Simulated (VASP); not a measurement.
# RbZnBr3 (P4/mmm) in VASP: notebook, part 2 of 2

VASP 6.6.1. The steps go on from the part before.

**3. Single point, r2SCAN (epitaxial xy strain +2.0%)**

POSCAR reads:

```
RbZnBr3
1.0
    5.3535950305      0.0000000000      0.0000000000
    0.0000000000      5.3535950305      0.0000000000
    0.0000000000      0.0000000000      5.1604176240
Rb Zn Br
1 1 3
Direct
    0.0000000000      0.0000000000      0.0000000000
    0.5000000000      0.5000000000      0.5000000000
    0.5000000000      0.5000000000      0.0000000000
    0.5000000000      0.0000000000      0.5000000000
    0.0000000000      0.5000000000      0.5000000000
```

INCAR.step1 reads:

```
ALGO = Normal
EDIFF = 1E-4
ENCUT = 520
GGA = PE
ISMEAR = -1
LASPH = T
LCHARG = F
LREAL = F
LWAVE = T
NBANDS = 29
NELM = 80
PREC = Accurate
SIGMA = 0.02
```

INCAR.step2 reads:

```
ALGO = Normal
EDIFF = 1E-7
ENCUT = 520
ISIF = 2
ISMEAR = -1
ISTART = 1
LASPH = T
LCHARG = F
LMIXTAU = T
LREAL = F
LWAVE = F
METAGGA = R2SCAN
NBANDS = 29
NELM = 80
PREC = Accurate
SIGMA = 0.02
```

KPOINTS reads:

```
k-points
0
Gamma
  6 6 6
```

Potentials or basis: VASP PAW PBE potentials, release 64 (Rb_sv, Zn, Br).

Command:

```bash
$ cat potpaw_PBE.64/Rb_sv/POTCAR potpaw_PBE.64/Zn/POTCAR potpaw_PBE.64/Br/POTCAR > POTCAR
$ cp INCAR.step1 INCAR
$ mpirun -np 1 vasp_std > vasp.out
$ cp INCAR.step2 INCAR
$ mpirun -np 1 vasp_std > vasp.out
```

OUTCAR:

```text
EDIFF = 1E-7
   ENCUT = 520
   ISIF = 2
   ISMEAR = -1
   ISTART = 1
   LASPH = T
   LREAL = F
   METAGGA = R2SCAN
   NELM = 80
   PREC = Accurate

 ion  position               nearest neighbor table
   1  0.000  0.000  0.000-   4 3.72   5 3.72   4 3.72   5 3.72   5 3.72   5 3.72   4 3.72   4 3.72
                             3 3.79   3 3.79   3 3.79   3 3.79
   2  0.500  0.500  0.500-   3 2.58   3 2.58   5 2.68   4 2.68   4 2.68   5 2.68
   3  0.500  0.500  0.000-   2 2.58   2 2.58   1 3.79   1 3.79   1 3.79   1 3.79
   4  0.500  0.000  0.500-   2 2.68   2 2.68   1 3.72   1 3.72   1 3.72   1 3.72
   5  0.000  0.500  0.500-   2 2.68   2 2.68   1 3.72   1 3.72   1 3.72   1 3.72

  LATTYP: Found a simple tetragonal cell.
 ALAT       =     5.3535950305
 C/A-ratio  =     0.9639163206

  Lattice vectors:

 A1 = (   5.3535950305,   0.0000000000,   0.0000000000)
 A2 = (   0.0000000000,   5.3535950305,   0.0000000000)
 A3 = (   0.0000000000,   0.0000000000,   5.1604176240)

Analysis of symmetry for initial positions (statically):
=====================================================================
 Subroutine PRICEL returns:
 Original cell was already a primitive cell.

 Routine SETGRP: Setting up the symmetry group for a
 simple tetragonal supercell.

 Subroutine GETGRP returns: Found 16 space group operations
 (whereof 16 operations were pure point group operations)
 out of a pool of 16 trial point group operations.

The static configuration has the point symmetry D_4h.

Analysis of symmetry for dynamics (positions and initial velocities):
=====================================================================
 Subroutine PRICEL returns:
 Original cell was already a primitive cell.

 Routine SETGRP: Setting up the symmetry group for a
 simple tetragonal supercell.

 Subroutine GETGRP returns: Found 16 space group operations
 (whereof 16 operations were pure point group operations)
 out of a pool of 16 trial point group operations.

The dynamic configuration has the point symmetry D_4h.

 Subroutine INISYM returns: Found 16 space group operations
 (whereof 16 operations are pure point group operations),
 and found     1 'primitive' translations

----------------------------------------------------------------------------------------

                                     Primitive cell

  volume of cell :     147.9026

  direct lattice vectors                    reciprocal lattice vectors
     5.353595031  0.000000000  0.000000000     0.186790371  0.000000000  0.000000000
     0.000000000  5.353595031  0.000000000     0.000000000  0.186790371  0.000000000
     0.000000000  0.000000000  5.160417624     0.000000000  0.000000000  0.193782766

  length of vectors
     5.353595031  5.353595031  5.160417624     0.186790371  0.186790371  0.193782766

  position of ions in fractional coordinates (direct lattice)
     0.000000000  0.000000000  0.000000000
     0.500000000  0.500000000  0.500000000
     0.500000000  0.500000000  0.000000000
     0.500000000  0.000000000  0.500000000
     0.000000000  0.500000000  0.500000000

  ion indices of the primitive-cell ions
   primitive index   ion index
                 1           1
                 2           2
[... 27 lines left out ...]

 Found     40 irreducible k-points:

 Following reciprocal coordinates:
            Coordinates               Weight
  0.000000  0.000000  0.000000      1.000000
  0.166667  0.000000  0.000000      4.000000
  0.333333  0.000000  0.000000      4.000000
  0.500000  0.000000  0.000000      2.000000
  0.166667  0.166667  0.000000      4.000000
  0.333333  0.166667  0.000000      8.000000
[... 16 lines left out ...]
  0.333333  0.000000  0.333333      8.000000
  0.500000  0.000000  0.333333      4.000000
 [... further k-points ...]
   k-points           NKPTS =     40   k-points in BZ     NKDIM =     40   number of bands    NBANDS=     29
   number of dos      NEDOS =    301   number of ions     NIONS =      5
   total plane-waves  NPLWV =  64000
   dimension x,y,z NGX =    40 NGY =   40 NGZ =   40
   dimension x,y,z NGXF=    80 NGYF=   80 NGZF=   80
   ions per type =               1   1   3
   NGX,Y,Z   is equivalent  to a cutoff of  12.42, 12.42, 12.89 a.u.
   NGXF,Y,Z  is equivalent  to a cutoff of  24.84, 24.84, 25.77 a.u.
 SYSTEM =  unknown system
   PREC   = accura    normal or accurate (medium, high low for compatibility)
   ISTART =      1    job   : 0-new  1-cont  2-samecut
   ICHARG =      0    charge: 1-file 2-atom 10-const
   ISPIN  =      1    spin polarized calculation?
   LNONCOLLINEAR =      F non collinear calculations
   LSORBIT =      F    spin-orbit coupling
   LASPH  =      T    aspherical Exc in radial PAW
   ENCUT  =  520.0 eV  38.22 Ry    6.18 a.u.   9.95  9.95  9.59*2*pi/ulx,y,z
   NELM   =     80;   NELMIN=  2; NELMDL=  0     # of ELM steps
   EDIFF  = 0.1E-06   stopping-criterion for ELM
   LREAL  =      F    real-space projection
   EDIFFG = 0.1E-05   stopping-criterion for IOM
   NSW    =      0    number of steps for IOM
   IBRION =     -1    ionic relax: 0-MD 1-quasi-New 2-CG
   NFREE  =      0    steps in history (QN), initial steepest desc. (CG)
   ISIF   =      2    stress and relaxation
   ISYM   =      2    0-nonsym 1-usesym 2-fastsym
   POTIM  = 0.5000    time-step for ionic-motion
   TEBEG  =    0.0;   TEEND  =   0.0 temperature during run
   PSTRESS=    0.0 pullay stress
   NELECT =      42.0000    total number of electrons
   NUPDOWN=      -1.0000    fix difference up-down
   EMIN   =  10.00;   EMAX   =-10.00  energy-range for DOS
   EFERMI =   0.00;   METHOD = LEGACY
   ISMEAR =    -1;   SIGMA  =   0.02  broadening in eV -4-tet -1-fermi 0-gaus
   EFERMI_NEDOS =   21; number of points for ismear=-14 and -15
   IALGO  =     38    algorithm
   IMIX   =      4    mixing-type and parameters
     AMIX     =   0.40;   BMIX     =  1.00
     AMIX_MAG =   1.60;   BMIX_MAG =  1.00
  volume/ion in A,a.u.               =      29.58       199.62
  Fermi-wavevector in a.u.,A,eV,Ry     =   1.076050  2.033441 15.753976  1.157885
  Thomas-Fermi vector in A             =   2.211924
   LORBIT       =      0    0 simple, 1 ext, 2 COOP (PROOUT), +10 PAW based schemes
   METAGGA = R2SCAN    functional components
   LHFCALC =     F    Hartree Fock is set to
   AEXX    =    0.0000 exact exchange contribution
   IVDW    =     0    specifies the selected vdW correction
   LEPSILON=     F    determine dielectric tensor
   LRPA    =     F    only Hartree local field effects (RPA)
 non-spin polarized calculation
  energy-cutoff  :      520.00
  volume of cell :      147.90
 maximum number of plane-waves:      4008
 NGX is ok and might be reduce to    40
   NGX = 19   NGY = 19   NGZ = 19

 number of electron      42.0000012 magnetization

 Free energy of the ion-electron system (eV)
  ---------------------------------------------------
  ext. energy  EPLUGINS =         0.00000000
  ---------------------------------------------------
  free energy    TOTEN  =       -69.35378442 eV

  energy without entropy =      -69.35378442  energy(sigma->0) =      -69.35378442

 E-fermi :  -0.0351     XC(G=0):  -8.8733

 val. band max:       -0.4069016065   @ k =   0.5000   0.5000   0.5000
 cond. band min:       0.2972265631   @ k =   0.0000   0.0000   0.0000
 fundamental gap:      0.7041281696
 Fermi energy:        -0.0350903901

 k-point     1 :       0.0000    0.0000    0.0000
  band No.  band energies     occupation
      1     -26.2030      2.00000
      2     -14.8303      2.00000
      3     -14.0233      2.00000
      4     -13.9437      2.00000
      5      -9.7673      2.00000
      6      -9.7673      2.00000
[... 757 lines left out ...]
     28       8.6310      0.00000
     29       8.7571      0.00000

 [... further k-points ...]

------------------------ aborting loop because EDIFF is reached ----------------------------------------

  FORCE on cell =-STRESS in cart. coord.  units (eV):
  Direction    XX          YY          ZZ          XY          YZ          ZX
  --------------------------------------------------------------------------------------
  -------------------------------------------------------------------------------------
  Total       -0.8398770     -0.8398770      0.0523273      0.0000000     -0.0000000      0.0000000
  in kB       -9.0980931     -9.0980931      0.5668434      0.0000000     -0.0000000      0.0000000
  external PRESSURE =      -5.8764476 kB  Pullay stress =       0.0000000 kB

 VOLUME and BASIS-vectors are now :
 -----------------------------------------------------------------------------
  energy-cutoff  :      520.00
  volume of cell :      147.90
      direct lattice vectors                 reciprocal lattice vectors
     5.353595031  0.000000000  0.000000000     0.186790371  0.000000000  0.000000000
     0.000000000  5.353595031  0.000000000     0.000000000  0.186790371  0.000000000
     0.000000000  0.000000000  5.160417624     0.000000000  0.000000000  0.193782766

 POSITION                                       TOTAL-FORCE (eV/Angst)
 -----------------------------------------------------------------------------------
      0.00000      0.00000      0.00000         0.000000      0.000000      0.000000
      2.67680      2.67680      2.58021         0.000000      0.000000      0.000000
      2.67680      2.67680      0.00000         0.000000      0.000000      0.000000
      2.67680      0.00000      2.58021         0.000000      0.000000      0.000000
      0.00000      2.67680      2.58021         0.000000      0.000000      0.000000
 -----------------------------------------------------------------------------------
    total drift:                               -0.000000      0.000000     -0.000000

  FREE ENERGIE OF THE ION-ELECTRON SYSTEM (eV)
  ---------------------------------------------------
  free  energy   TOTEN  =       -69.3537844222 eV

  energy  without entropy=      -69.3537844218  energy(sigma->0) =      -69.35378442
```

It took 3.8 min on 1 thread of Intel Xeon 6975P-C (Granite Rapids), shared host; peak memory 0.37 GiB.

Results:

```yaml
Free_energy: -69.3538 eV
Pressure: -0.6 GPa
Band_gap_on_the_k_mesh: 0.70 eV (least direct gap 1.18 eV)
```

Stress tensor (GPa, compression positive):
```
-0.91  0.00  0.00
 0.00 -0.91  0.00
 0.00  0.00  0.06
```

Caveat: the cell differs from its parent crystal (epitaxial xy strain +2.0%); semilocal functionals underestimate gaps, and a narrow one can read as zero; the PAW data sets were made with another functional, which shifts forces and pressure a little. A k mesh can miss the band edges.
